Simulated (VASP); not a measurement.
# C (P6_3/mmc) in VASP: a series of runs

The runs below take C through relaxation of cell and atoms, single point, with BLYP, LDA, PBE.

Everything below comes from runs of VASP 6.6.1. Logs are shortened: lines on timing, memory, paths and dates and some standing lists are left out, and cuts for length are marked.

### 1 The cell of the first run

It takes space group P6_3/mmc (No. 194, hexagonal). Conventional cell: a = 2.522 Å, b = 2.522 Å, c = 12.356 Å, α = 90.00°, β = 90.00°, γ = 120.00°. Within 2.1 Å of C (site symmetry 3m) lie 4 C at 1.54 Å. Within 2.1 Å of C (site symmetry 3m) lie 4 C at 1.54 Å. Within 2.1 Å of C (site symmetry 3m) lie 4 C at 1.54 Å.

### 2 Relaxation of cell and atoms, BLYP

File INCAR:

```
PREC = Accurate ; ENCUT = 600
EDIFF = 1E-6 ; ISMEAR = -1
SIGMA = 0.05 ; LREAL = False
LASPH = True ; NELM = 60
ALGO = Normal ; ISIF = 3
LWAVE = False ; LCHARG = False
GGA = B5 ; ALDAX = 1.0
AGGAX = 1.0 ; AGGAC = 1.0
ALDAC = 0.0 ; IBRION = 2
NSW = 60 ; EDIFFG = -0.01
```

File KPOINTS:

```
regular mesh
0
Gamma
  12 12 3
```

File POSCAR:

```
C
1.0
    2.5221000000      0.0000000000      0.0000000000
   -1.2610500000      2.1842026709      0.0000000000
    0.0000000000      0.0000000000     12.3557000000
C
12
Direct
    0.6666666667      0.3333333333      0.3541700000
    0.3333333333      0.6666666667      0.8541700000
    0.6666666667      0.3333333333      0.1458300000
    0.3333333333      0.6666666667      0.6458300000
    0.6666666667      0.3333333333      0.4791700000
    0.3333333333      0.6666666667      0.9791700000
    0.6666666667      0.3333333333      0.0208300000
    0.3333333333      0.6666666667      0.5208300000
    0.0000000000      0.0000000000      0.8125000000
    0.0000000000      0.0000000000      0.3125000000
    0.0000000000      0.0000000000      0.6875000000
    0.0000000000      0.0000000000      0.1875000000
```

Potentials or basis: VASP PAW PBE potentials, release 64 (C).

Command:

```
cat potpaw_PBE.64/C/POTCAR > POTCAR
mpirun -np 1 vasp_std > vasp.out
```

OUTCAR:

```text
PREC = Accurate
   ENCUT = 600
   EDIFF = 1E-6
   ISMEAR = -1
   LREAL = False
   LASPH = True
   NELM = 60
   ISIF = 3
   GGA = B5
   IBRION = 2
   NSW = 60
   EDIFFG = -0.01

 ion  position               nearest neighbor table
   1  0.667  0.333  0.354-   5 1.54  10 1.54  10 1.54  10 1.54
   2  0.333  0.667  0.854-   6 1.54   9 1.54   9 1.54   9 1.54
   3  0.667  0.333  0.146-   7 1.54  12 1.54  12 1.54  12 1.54
   4  0.333  0.667  0.646-   8 1.54  11 1.54  11 1.54  11 1.54
   5  0.667  0.333  0.479-   8 1.54   8 1.54   8 1.54   1 1.54
   6  0.333  0.667  0.979-   7 1.54   7 1.54   7 1.54   2 1.54
   7  0.667  0.333  0.021-   6 1.54   6 1.54   6 1.54   3 1.54
   8  0.333  0.667  0.521-   5 1.54   5 1.54   5 1.54   4 1.54
   9  0.000  0.000  0.812-  11 1.54   2 1.54   2 1.54   2 1.54
  10  0.000  0.000  0.312-  12 1.54   1 1.54   1 1.54   1 1.54
  11  0.000  0.000  0.688-   9 1.54   4 1.54   4 1.54   4 1.54
  12  0.000  0.000  0.188-  10 1.54   3 1.54   3 1.54   3 1.54

  LATTYP: Found a hexagonal cell.
 ALAT       =     2.5221000000
 C/A-ratio  =     4.8989730780

  Lattice vectors:

 A1 = (   2.5221000000,   0.0000000000,   0.0000000000)
 A2 = (  -1.2610500000,   2.1842026709,   0.0000000000)
 A3 = (   0.0000000000,   0.0000000000,  12.3557000000)

Analysis of symmetry for initial positions (statically):
=====================================================================
 Subroutine PRICEL returns:
 Original cell was already a primitive cell.

 Routine SETGRP: Setting up the symmetry group for a
 hexagonal supercell.

 Subroutine GETGRP returns: Found 24 space group operations
 (whereof 12 operations were pure point group operations)
 out of a pool of 24 trial point group operations.

The static configuration has the point symmetry D_3d.
 The point group associated with its full space group is D_6h.

Analysis of symmetry for dynamics (positions and initial velocities):
=====================================================================
 Subroutine PRICEL returns:
 Original cell was already a primitive cell.

 Routine SETGRP: Setting up the symmetry group for a
 hexagonal supercell.

 Subroutine GETGRP returns: Found 24 space group operations
 (whereof 12 operations were pure point group operations)
 out of a pool of 24 trial point group operations.

The dynamic configuration has the point symmetry D_3d.
 The point group associated with its full space group is D_6h.

 Subroutine INISYM returns: Found 24 space group operations
 (whereof 12 operations are pure point group operations),
 and found     1 'primitive' translations

----------------------------------------------------------------------------------------

                                     Primitive cell

  volume of cell :      68.0648

  direct lattice vectors                    reciprocal lattice vectors
     2.522100000  0.000000000  0.000000000     0.396494984  0.228916486  0.000000000
    -1.261050000  2.184202671  0.000000000     0.000000000  0.457832972  0.000000000
     0.000000000  0.000000000 12.355700000     0.000000000  0.000000000  0.080934306

  length of vectors
     2.522100000  2.522100000 12.355700000     0.457832972  0.457832972  0.080934306

  position of ions in fractional coordinates (direct lattice)
     0.666666667  0.333333333  0.354170000
     0.333333333  0.666666667  0.854170000
     0.666666667  0.333333333  0.145830000
     0.333333333  0.666666667  0.645830000
     0.666666667  0.333333333  0.479170000
     0.333333333  0.666666667  0.979170000
     0.666666667  0.333333333  0.020830000
     0.333333333  0.666666667  0.520830000
     0.000000000  0.000000000  0.812500000
     0.000000000  0.000000000  0.312500000
     0.000000000  0.000000000  0.687500000
     0.000000000  0.000000000  0.187500000

  ion indices of the primitive-cell ions
   primitive index   ion index
                 1           1
                 2           2
                 3           3
                 4           4
                 5           5
                 6           6
                 7           7
                 8           8
                 9           9
                10          10
                11          11
                12          12

----------------------------------------------------------------------------------------

 KPOINTS: regular mesh

Automatic generation of k-mesh.
 Grid dimensions read from file:
 generate k-points for:   12   12    3

 Generating k-lattice:

  Cartesian coordinates                     Fractional coordinates (reciprocal lattice)
     0.033041249  0.019076374  0.000000000     0.083333333  0.000000000  0.000000000
     0.000000000  0.038152748  0.000000000     0.000000000  0.083333333  0.000000000
     0.000000000  0.000000000  0.026978102     0.000000000  0.000000000  0.333333333

  Length of vectors
     0.038152748  0.038152748  0.026978102

  Shift w.r.t. Gamma in fractional coordinates (k-lattice)
     0.000000000  0.000000000  0.000000000

 Subroutine IBZKPT returns following result:
 ===========================================

 Found     38 irreducible k-points:

 Following reciprocal coordinates:
            Coordinates               Weight
  0.000000  0.000000  0.000000      1.000000
  0.083333  0.000000  0.000000      6.000000
  0.166667  0.000000  0.000000      6.000000
  0.250000  0.000000  0.000000      6.000000
  0.333333  0.000000  0.000000      6.000000
  0.416667  0.000000  0.000000      6.000000
[... 16 lines left out ...]
  0.250000  0.000000  0.333333     12.000000
  0.333333  0.000000  0.333333     12.000000
 [... further k-points ...]
   k-points           NKPTS =     38   k-points in BZ     NKDIM =     38   number of bands    NBANDS=     31
   number of dos      NEDOS =    301   number of ions     NIONS =     12
   total plane-waves  NPLWV =  40000
   dimension x,y,z NGX =    20 NGY =   20 NGZ =  100
   dimension x,y,z NGXF=    40 NGYF=   40 NGZF=  200
   ions per type =              12
   NGX,Y,Z   is equivalent  to a cutoff of  13.18, 13.18, 13.45 a.u.
   NGXF,Y,Z  is equivalent  to a cutoff of  26.37, 26.37, 26.91 a.u.
 SYSTEM =  unknown system
   PREC   = accura    normal or accurate (medium, high low for compatibility)
   ISTART =      0    job   : 0-new  1-cont  2-samecut
   ICHARG =      2    charge: 1-file 2-atom 10-const
   ISPIN  =      1    spin polarized calculation?
   LNONCOLLINEAR =      F non collinear calculations
   LSORBIT =      F    spin-orbit coupling
   LASPH  =      T    aspherical Exc in radial PAW
   ENCUT  =  600.0 eV  44.10 Ry    6.64 a.u.   5.04  5.04 24.68*2*pi/ulx,y,z
   NELM   =     60;   NELMIN=  2; NELMDL= -5     # of ELM steps
   EDIFF  = 0.1E-05   stopping-criterion for ELM
   LREAL  =      F    real-space projection
   EDIFFG = -.1E-01   stopping-criterion for IOM
   NSW    =     60    number of steps for IOM
   IBRION =      2    ionic relax: 0-MD 1-quasi-New 2-CG
   NFREE  =      1    steps in history (QN), initial steepest desc. (CG)
   ISIF   =      3    stress and relaxation
   ISYM   =      2    0-nonsym 1-usesym 2-fastsym
   POTIM  = 0.5000    time-step for ionic-motion
   TEBEG  =    0.0;   TEEND  =   0.0 temperature during run
   PSTRESS=    0.0 pullay stress
   NELECT =      48.0000    total number of electrons
   NUPDOWN=      -1.0000    fix difference up-down
   EMIN   =  10.00;   EMAX   =-10.00  energy-range for DOS
   EFERMI =   0.00;   METHOD = LEGACY
   ISMEAR =    -1;   SIGMA  =   0.05  broadening in eV -4-tet -1-fermi 0-gaus
   EFERMI_NEDOS =   21; number of points for ismear=-14 and -15
   IALGO  =     38    algorithm
   IMIX   =      4    mixing-type and parameters
     AMIX     =   0.40;   BMIX     =  1.00
     AMIX_MAG =   1.60;   BMIX_MAG =  1.00
  volume/ion in A,a.u.               =       5.67        38.28
  Fermi-wavevector in a.u.,A,eV,Ry     =   1.457184  2.753678 28.890408  2.123385
  Thomas-Fermi vector in A             =   2.574015
   LORBIT       =      0    0 simple, 1 ext, 2 COOP (PROOUT), +10 PAW based schemes
   GGA     = B5    functional components
   LHFCALC =     F    Hartree Fock is set to
   AEXX    =    0.0000 exact exchange contribution
   IVDW    =     0    specifies the selected vdW correction
   LEPSILON=     F    determine dielectric tensor
   LRPA    =     F    only Hartree local field effects (RPA)
 conjugate gradient relaxation of ions
 non-spin polarized calculation
  energy-cutoff  :      600.00
  volume of cell :       68.06
 maximum number of plane-waves:      2301
   NGX = 11   NGY = 11   NGZ = 49

--------------------------------------- Ionic step        1  -------------------------------------------

 number of electron      48.0000000 magnetization

 Free energy of the ion-electron system (eV)
  ---------------------------------------------------
  ext. energy  EPLUGINS =         0.00000000
  ---------------------------------------------------
  free energy    TOTEN  =      -100.22244625 eV

  energy without entropy =     -100.22244625  energy(sigma->0) =     -100.22244625

------------------------ aborting loop because EDIFF is reached ----------------------------------------

  FORCE on cell =-STRESS in cart. coord.  units (eV):
  Direction    XX          YY          ZZ          XY          YZ          ZX
  --------------------------------------------------------------------------------------
  -------------------------------------------------------------------------------------
  Total        3.6831685      3.6831685      7.1795882      0.0000000      0.0000000      0.0000000
  in kB       86.6981008     86.6981008    169.0003199      0.0000000      0.0000000      0.0000000
  external PRESSURE =     114.1321738 kB  Pullay stress =       0.0000000 kB
[... 307 lines left out ...]
  energy  without entropy=     -100.3046738001  energy(sigma->0) =     -100.30467380

--------------------------------------- Ionic step        8  -------------------------------------------

 number of electron      48.0000003 magnetization

 Free energy of the ion-electron system (eV)
  ---------------------------------------------------
  ext. energy  EPLUGINS =         0.00000000
  ---------------------------------------------------
  free energy    TOTEN  =      -100.30469967 eV

  energy without entropy =     -100.30469967  energy(sigma->0) =     -100.30469967

 E-fermi :  10.6498     XC(G=0): -12.4155

 val. band max:        9.7082107047   @ k =   0.0000   0.0000   0.0000
 cond. band min:      14.3827979963   @ k =   0.3333   0.0000   0.0000
 fundamental gap:      4.6745872916
 Fermi energy:        10.6497843721

 k-point     1 :       0.0000    0.0000    0.0000
  band No.  band energies     occupation
      1     -11.2207      2.00000
      2     -10.5194      2.00000
      3     -10.4400      2.00000
      4      -8.3471      2.00000
      5      -8.2837      2.00000
      6      -5.7466      2.00000
[... 805 lines left out ...]
     30      17.5283      0.00000
     31      17.6239      0.00000

 [... further k-points ...]
[... 5 lines left out ...]
  --------------------------------------------------------------------------------------
  -------------------------------------------------------------------------------------
  Total        0.0155516      0.0155516     -0.0097158      0.0000000      0.0000000      0.0000000
  in kB        0.3564547      0.3564547     -0.2226929      0.0000000      0.0000000      0.0000000
  external PRESSURE =       0.1634055 kB  Pullay stress =       0.0000000 kB
[... 27 lines left out ...]
  FREE ENERGIE OF THE ION-ELECTRON SYSTEM (eV)
  ---------------------------------------------------
  free  energy   TOTEN  =      -100.3046996658 eV

  energy  without entropy=     -100.3046996657  energy(sigma->0) =     -100.30469967

 reached required accuracy - stopping structural energy minimisation
```

It took 9.8 min on 1 thread of Intel Xeon 8259CL, shared host; peak memory 0.23 GiB.

What came out:

```
Free energy                           : -100.3047 eV
Relaxed volume                        : 5.83 Å³/atom
Relaxed cell                          : a = 2.539 Å, b = 2.539 Å, c = 12.521 Å, α = 90.00°, β = 90.00°, γ = 120.00°
Space group after relaxing (to 0.1 Å) : P6_3/mmc (No. 194)
Energy gained by relaxing             : 6.9 meV/atom
Ionic steps                           : 8
Pressure after relaxing               : 0.0 GPa
Band gap on the k mesh                : 4.67 eV (least direct gap 5.49 eV)
```

The path:
| step | energy change (eV) | largest force (eV/Å) | pressure (GPa) | volume (Å³) |
| --- | --- | --- | --- | --- |
| 1 | 0.0000 | 0.3225 | 11.41 | 68.06 |
| 2 | 0.0167 | 0.2232 | -11.83 | 72.12 |
| 3 | -0.0817 | 0.0937 | -0.28 | 69.95 |
| 4 | -0.0817 | 0.0913 | -0.05 | 69.91 |
| 5 | -0.0813 | 0.1684 | 0.14 | 69.88 |
| 6 | -0.0822 | 0.0296 | 0.02 | 69.90 |
| 7 | -0.0822 | 0.0156 | 0.01 | 69.90 |
| 8 | -0.0823 | 0.0016 | 0.02 | 69.90 |

Final structure:
```
C
1.0
     2.53894    0.00000    0.00000
    -1.26947    2.19879    0.00000
     0.00000    0.00000   12.52115
C
12
Direct
  0.66667 0.33333 0.35491
  0.33333 0.66667 0.85491
  0.66667 0.33333 0.14509
  0.33333 0.66667 0.64509
  0.66667 0.33333 0.47924
  0.33333 0.66667 0.97924
  0.66667 0.33333 0.02076
  0.33333 0.66667 0.52076
  0.00000 0.00000 0.81317
  0.00000 0.00000 0.31317
  0.00000 0.00000 0.68683
  0.00000 0.00000 0.18683
```

Caveat: the PAW data sets were made with another functional, which shifts forces and pressure a little; an odd mesh through Γ misses points on the zone boundary, where band edges can lie.

### 3 Single point, LDA

This run uses another cell than the first one, of 5.90 Å³/atom.

File INCAR:

```
SYSTEM = C
PREC = Accurate
ENCUT = 520
EDIFF = 1E-6
ISMEAR = -1
SIGMA = 0.05
LREAL = .FALSE.
LASPH = .TRUE.
NELM = 60
ALGO = Normal
ISIF = 2
LWAVE = .FALSE.
LCHARG = .TRUE.
GGA = CA
LELF = .TRUE.
LVHAR = .TRUE.
NBANDS = 36
```

File KPOINTS:

```
regular mesh
0
G
  12 12 3
  0 0 0
```

POSCAR: that of step 2 with these lines changed.

```diff
@@ -2,5 +2,5 @@
 1.0
-    2.5221000000      0.0000000000      0.0000000000
-   -1.2610500000      2.1842026709      0.0000000000
-    0.0000000000      0.0000000000     12.3557000000
+    2.5552893324      0.0000000000      0.0000000000
+   -1.2776446662      2.2129454759      0.0000000000
+    0.0000000000      0.0000000000     12.5182936458
 C
```

Potentials or basis: VASP PAW LDA potentials, release 64 (C).

Command:

```
cat potpaw_LDA.64/C/POTCAR > POTCAR
mpirun -np 1 vasp_std > vasp.out
```

Wall time 55 s (1 thread of AMD EPYC 9R45 (Zen 5), shared host); peak memory 0.16 GiB.

It converged, with:

```
Free energy            : -121.0030 eV
Pressure               : -26.8 GPa
Largest force          : 0.318 eV/Å
Band gap on the k mesh : 4.24 eV (least direct gap 5.16 eV)
```

Forces on the atoms (eV/Å):
```
C    0.000  0.000  0.289
C    0.000  0.000  0.289
C    0.000  0.000 -0.289
C    0.000  0.000 -0.289
C    0.000  0.000 -0.026
C    0.000  0.000 -0.026
C    0.000  0.000  0.026
C    0.000  0.000  0.026
C    0.000  0.000  0.318
C    0.000  0.000  0.318
C    0.000  0.000 -0.318
C    0.000  0.000 -0.318
```

Stress tensor (GPa, compression positive):
```
-29.29   0.00   0.00
  0.00 -29.29   0.00
  0.00   0.00 -21.81
```

Levels at points of the mesh, in eV from the valence-band top:
```
           k point  band 20  band 21  band 22  band 23  band 24  band 25  band 26  band 27  band 28  band 29
(0.00, 0.00, 0.00)    -0.94    -0.94    -0.14     0.00     0.00     5.16     5.16     5.50     6.19     6.19
(0.50, 0.00, 0.00)    -4.15    -3.90    -3.89    -3.49    -2.77     4.38     4.94     5.10     5.44     6.61
```

Caveat: the cell stands under tension; an odd mesh through Γ misses points on the zone boundary, where band edges can lie.

(Part 1 of 2 ends here.)
